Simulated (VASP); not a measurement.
# SnO (Pmn2_1) in VASP: a series of runs

SnO is run at these levels: LDA, PBE; tasks: single point.

All numbers are computed with VASP 6.6.1; they aren't measurements. Logs are shortened: lines on timing, memory, paths and dates and some standing lists are left out, and cuts for length are marked.

### 1 The cell of the first run

The structure is orthorhombic, space group Pmn2_1 (No. 31). Conventional cell: a = 3.303 Å, b = 5.758 Å, c = 4.001 Å, α = 90.00°, β = 90.00°, γ = 90.00°. Sn (site symmetry m) has 3 O at 2.12 to 2.13 Å within 2.8 Å. O (site symmetry m) has 3 Sn at 2.12 to 2.13 Å within 2.8 Å.

### 2 Single point, LDA

INCAR reads:

```
SYSTEM = SnO
ALGO = Normal
EDIFF = 1E-6
ENCUT = 520
ISIF = 2
ISMEAR = 0
LASPH = .TRUE.
LCHARG = .FALSE.
LREAL = .FALSE.
LWAVE = .FALSE.
NBANDS = 28
NELM = 100
PREC = Accurate
SIGMA = 0.01
```

KPOINTS reads:

```
k-points
0
G
  4 2 4
  0 0 0
```

POSCAR reads:

```
SnO
1.0
    3.3031148417      0.0000000000      0.0000000000
    0.0000000000      5.7577050573      0.0000000000
    0.0000000000      0.0000000000      4.0008070726
Sn O
2 2
Direct
    0.0000000000      0.2294420242      0.5172649377
    0.5000000000      0.7705579758      0.0172649377
    0.0000000000      0.8935339404      0.7327360623
    0.5000000000      0.1064660596      0.2327360623
```

Potentials or basis: VASP PAW LDA potentials, release 64 (Sn_d, O).

Launch:

```console
$ cat potpaw_LDA.64/Sn_d/POTCAR potpaw_LDA.64/O/POTCAR > POTCAR
$ mpirun -np 1 vasp_std > vasp.out
```

OUTCAR:

```text
SYSTEM = SnO
   EDIFF = 1E-6
   ENCUT = 520
   ISIF = 2
   ISMEAR = 0
   LASPH = .TRUE.
   LREAL = .FALSE.
   NELM = 100
   PREC = Accurate

 ion  position               nearest neighbor table
   1  0.000  0.229  0.517-   3 2.12   4 2.13   4 2.13   2 3.70   2 3.70   2 3.70   2 3.70
   2  0.500  0.771  0.017-   4 2.12   3 2.13   3 2.13   1 3.70   1 3.70   1 3.70   1 3.70
   3  0.000  0.894  0.733-   1 2.12   2 2.13   2 2.13
   4  0.500  0.106  0.233-   2 2.12   1 2.13   1 2.13

  LATTYP: Found a simple orthorhombic cell.
 ALAT       =     3.3031148417
 B/A-ratio  =     1.2112225170
 C/A-ratio  =     1.7431137981

  Lattice vectors:

 A1 = (  -3.3031148417,   0.0000000000,   0.0000000000)
 A2 = (   0.0000000000,   0.0000000000,   4.0008070726)
 A3 = (   0.0000000000,   5.7577050573,   0.0000000000)

Analysis of symmetry for initial positions (statically):
=====================================================================
 Subroutine PRICEL returns:
 Original cell was already a primitive cell.

 Routine SETGRP: Setting up the symmetry group for a
 simple orthorhombic supercell.

 Subroutine GETGRP returns: Found  4 space group operations
 (whereof  2 operations were pure point group operations)
 out of a pool of  8 trial point group operations.

The static configuration has the point symmetry C_1h.
 The point group associated with its full space group is C_2v.

Analysis of symmetry for dynamics (positions and initial velocities):
=====================================================================
 Subroutine PRICEL returns:
 Original cell was already a primitive cell.

 Routine SETGRP: Setting up the symmetry group for a
 simple orthorhombic supercell.

 Subroutine GETGRP returns: Found  4 space group operations
 (whereof  2 operations were pure point group operations)
 out of a pool of  8 trial point group operations.

The dynamic configuration has the point symmetry C_1h.
 The point group associated with its full space group is C_2v.

 Subroutine INISYM returns: Found  4 space group operations
 (whereof  2 operations are pure point group operations),
 and found     1 'primitive' translations

----------------------------------------------------------------------------------------

                                     Primitive cell

  volume of cell :      76.0888

[... 77 lines left out ...]
   ISTART =      0    job   : 0-new  1-cont  2-samecut
   ICHARG =      2    charge: 1-file 2-atom 10-const
   ISPIN  =      1    spin polarized calculation?
   LNONCOLLINEAR =      F non collinear calculations
   LSORBIT =      F    spin-orbit coupling
   LASPH  =      T    aspherical Exc in radial PAW
   ENCUT  =  520.0 eV  38.22 Ry    6.18 a.u.   6.14 10.71  7.44*2*pi/ulx,y,z
   NELM   =    100;   NELMIN=  2; NELMDL= -5     # of ELM steps
   EDIFF  = 0.1E-05   stopping-criterion for ELM
   LREAL  =      F    real-space projection
[... 7 lines left out ...]
   TEBEG  =    0.0;   TEEND  =   0.0 temperature during run
   PSTRESS=    0.0 pullay stress
   NELECT =      40.0000    total number of electrons
   NUPDOWN=      -1.0000    fix difference up-down
   EMIN   =  10.00;   EMAX   =-10.00  energy-range for DOS
   EFERMI =   0.00;   METHOD = LEGACY
   ISMEAR =     0;   SIGMA  =   0.01  broadening in eV -4-tet -1-fermi 0-gaus
   EFERMI_NEDOS =   21; number of points for ismear=-14 and -15
   IALGO  =     38    algorithm
   IMIX   =      4    mixing-type and parameters
     AMIX     =   0.40;   BMIX     =  1.00
     AMIX_MAG =   1.60;   BMIX_MAG =  1.00
  volume/ion in A,a.u.               =      19.02       128.37
  Fermi-wavevector in a.u.,A,eV,Ry     =   1.321259  2.496817 23.752032  1.745725
  Thomas-Fermi vector in A             =   2.451026
   LORBIT       =      0    0 simple, 1 ext, 2 COOP (PROOUT), +10 PAW based schemes
   GGA     = CA    functional components
   LHFCALC =     F    Hartree Fock is set to
   AEXX    =    0.0000 exact exchange contribution
   IVDW    =     0    specifies the selected vdW correction
   LEPSILON=     F    determine dielectric tensor
   LRPA    =     F    only Hartree local field effects (RPA)
 non-spin polarized calculation
 Gauss-broadening in eV      SIGMA  =   0.01
  energy-cutoff  :      520.00
  volume of cell :       76.09
 maximum number of plane-waves:      2088
 NGX is ok and might be reduce to    28
   NGX = 13   NGY = 21   NGZ = 15

 number of electron      40.0000010 magnetization

 Free energy of the ion-electron system (eV)
  ---------------------------------------------------
  ext. energy  EPLUGINS =         0.00000000
  ---------------------------------------------------
  free energy    TOTEN  =       -25.28214116 eV

  energy without entropy =      -25.28214116  energy(sigma->0) =      -25.28214116

 E-fermi :   5.1896     XC(G=0): -10.2314

 val. band max:        5.1464767489   @ k =   0.0000   0.0000   0.0000
 cond. band min:       7.0212295247   @ k =   0.0000   0.5000   0.5000
 fundamental gap:      1.8747527758
 Fermi energy:         5.1896012675

 k-point     1 :       0.0000    0.0000    0.0000
  band No.  band energies     occupation
      1     -16.0812      2.00000
      2     -15.7076      2.00000
      3     -15.6039      2.00000
      4     -15.5666      2.00000
      5     -15.5390      2.00000
      6     -15.5161      2.00000
[... 547 lines left out ...]
     27      15.6695      0.00000
     28      15.6701      0.00000

------------------------ aborting loop because EDIFF is reached ----------------------------------------

  FORCE on cell =-STRESS in cart. coord.  units (eV):
  Direction    XX          YY          ZZ          XY          YZ          ZX
  --------------------------------------------------------------------------------------
  -------------------------------------------------------------------------------------
  Total       -0.7952698     -0.9209413     -0.6909139      0.0000000      0.0000000      0.0000000
  in kB      -16.7457418    -19.3919648    -14.5483528      0.0000000      0.0000000      0.0000000
  external PRESSURE =     -16.8953531 kB  Pullay stress =       0.0000000 kB

 VOLUME and BASIS-vectors are now :
 -----------------------------------------------------------------------------
  energy-cutoff  :      520.00
  volume of cell :       76.09
      direct lattice vectors                 reciprocal lattice vectors
     3.303114842  0.000000000  0.000000000     0.302744545  0.000000000  0.000000000
     0.000000000  5.757705057  0.000000000     0.000000000  0.173680310  0.000000000
     0.000000000  0.000000000  4.000807073     0.000000000  0.000000000  0.249949568

 POSITION                                       TOTAL-FORCE (eV/Angst)
 -----------------------------------------------------------------------------------
      0.00000      1.32106      2.06948         0.000000     -0.036254      0.004778
      1.65156      4.43665      0.06907         0.000000      0.036254      0.004778
      0.00000      5.14470      2.93154         0.000000     -0.009236     -0.004778
      1.65156      0.61300      0.93113         0.000000      0.009236     -0.004778
 -----------------------------------------------------------------------------------
    total drift:                                0.000000      0.000000     -0.000274

  FREE ENERGIE OF THE ION-ELECTRON SYSTEM (eV)
  ---------------------------------------------------
  free  energy   TOTEN  =       -25.2821411556 eV

  energy  without entropy=      -25.2821411556  energy(sigma->0) =      -25.28214116
```

stdout:

```text
POSCAR found type information on POSCAR SnO
 POSCAR found :  2 types and       4 ions
 scaLAPACK will be used
 LDA part: xc-table for (Slater(with rela. corr.)+CA(PZ))
 , standard interpolation
 POSCAR, INCAR and KPOINTS ok, starting setup
 FFT: planning ... GRIDC
 FFT: planning ... GRID_SOFT
 FFT: planning ... GRID
 WAVECAR not read
 entering main loop
```

Run time: 25 s. Hardware: 1 thread of Intel Xeon Platinum 8375C at 2.90GHz (Ice Lake), shared host; peak memory 0.17 GiB.

What came out:

* Free energy: -25.2821 eV
* Pressure: -1.7 GPa
* Largest force: 0.037 eV/Å
* Band gap on the k mesh: 1.87 eV, indirect (least direct gap 2.64 eV)

Forces in eV/Å, atoms in the order of the input:
```
Sn   0.000 -0.036  0.005
Sn   0.000  0.036  0.005
O    0.000 -0.009 -0.005
O    0.000  0.009 -0.005
```

Levels at points of the mesh, in eV from the valence-band top:
```csv
k point,band 18,band 19,band 20,band 21,band 22,band 23
"(0.00, 0.00, 0.00)",-2.80,-2.20,0.00,2.92,3.15,6.01
"(0.50, 0.00, 0.00)",-2.81,-1.29,-1.29,2.51,2.51,5.76
"(0.00, 0.50, 0.00)",-2.82,-1.83,-1.60,3.26,4.28,5.00
"(0.50, 0.50, 0.00)",-2.85,-1.04,-1.04,1.94,1.94,6.46
"(0.00, 0.00, 0.50)",-3.41,-1.70,-1.70,2.51,2.51,5.35
"(0.50, 0.00, 0.50)",-3.44,-1.06,-1.06,2.14,2.14,4.41
"(0.00, 0.50, 0.50)",-3.17,-1.59,-1.59,1.87,1.87,5.87
"(0.50, 0.50, 0.50)",-3.68,-0.45,-0.45,2.42,2.42,4.06
```

Caveat: the k points lie up to 0.55 Å⁻¹ apart; spin-orbit coupling is left out, which moves the levels of the heavy elements. A hybrid or GW would open this gap; LDA tends to underestimate it.

### 3 Single point, PBE

INCAR reads:

```
SYSTEM = SnO
PREC     = Accurate       ! precision mode
ENCUT    = 520            ! plane-wave cutoff, eV
EDIFF    = 1E-7           ! SCF threshold, eV
ISMEAR   = 0              ! smearing method
SIGMA    = 0.01           ! smearing width, eV
LREAL    = .False.        ! projectors in reciprocal space
LASPH    = .True.         ! aspherical terms in the spheres
NELM     = 80             ! most SCF steps
ALGO     = Normal         ! electronic algorithm
ISIF     = 2              ! what is computed and relaxed
LWAVE    = .False.        ! write WAVECAR
LCHARG   = .False.        ! write CHGCAR
GGA      = PE             ! functional
NBANDS   = 28             ! bands
```

KPOINTS reads:

```
regular mesh
0
Gamma
  4 2 4
  0 0 0
```

POSCAR is that of step 2.

Potentials or basis: VASP PAW PBE potentials, release 64 (Sn_d, O).

Launch:

```console
$ cat potpaw_PBE.64/Sn_d/POTCAR potpaw_PBE.64/O/POTCAR > POTCAR
$ mpirun -np 1 vasp_std > vasp.out
```

It took 33 s on 1 thread of Intel Xeon Platinum 8375C at 2.90GHz (Ice Lake), shared host; peak memory 0.19 GiB.

The run converged. Its results:

```
Free energy            : -22.3840 eV
Pressure               : 4.6 GPa
Largest force          : 0.630 eV/Å
Band gap on the k mesh : 1.92 eV, indirect (least direct gap 2.68 eV)
```

Forces in eV/Å, atoms in the order of the input:
```
Sn   0.000  0.596  0.203
Sn   0.000 -0.596  0.203
O    0.000 -0.137 -0.203
O    0.000  0.137 -0.203
```

Stress tensor (GPa, compression positive):
```
5.47 0.00 0.00
0.00 4.15 0.00
0.00 0.00 4.22
```

Levels at points of the mesh, in eV from the valence-band top:
| k point | band 18 | band 19 | band 20 | band 21 | band 22 | band 23 |
| --- | --- | --- | --- | --- | --- | --- |
| (0.00, 0.00, 0.00) | -2.80 | -2.21 | 0.00 | 3.03 | 3.19 | 6.12 |
| (0.50, 0.00, 0.00) | -2.81 | -1.29 | -1.29 | 2.56 | 2.56 | 5.83 |
| (0.00, 0.50, 0.00) | -2.82 | -1.84 | -1.62 | 3.37 | 4.34 | 5.17 |
| (0.50, 0.50, 0.00) | -2.85 | -1.03 | -1.03 | 1.98 | 1.98 | 6.55 |
| (0.00, 0.00, 0.50) | -3.41 | -1.71 | -1.71 | 2.59 | 2.59 | 5.43 |
| (0.50, 0.00, 0.50) | -3.42 | -1.05 | -1.05 | 2.16 | 2.16 | 4.50 |
| (0.00, 0.50, 0.50) | -3.16 | -1.58 | -1.58 | 1.92 | 1.92 | 6.01 |
| (0.50, 0.50, 0.50) | -3.66 | -0.45 | -0.45 | 2.44 | 2.44 | 4.14 |

Caveat: the k points lie up to 0.55 Å⁻¹ apart; spin-orbit coupling is left out, which moves the levels of the heavy elements. A k mesh can miss the band edges.
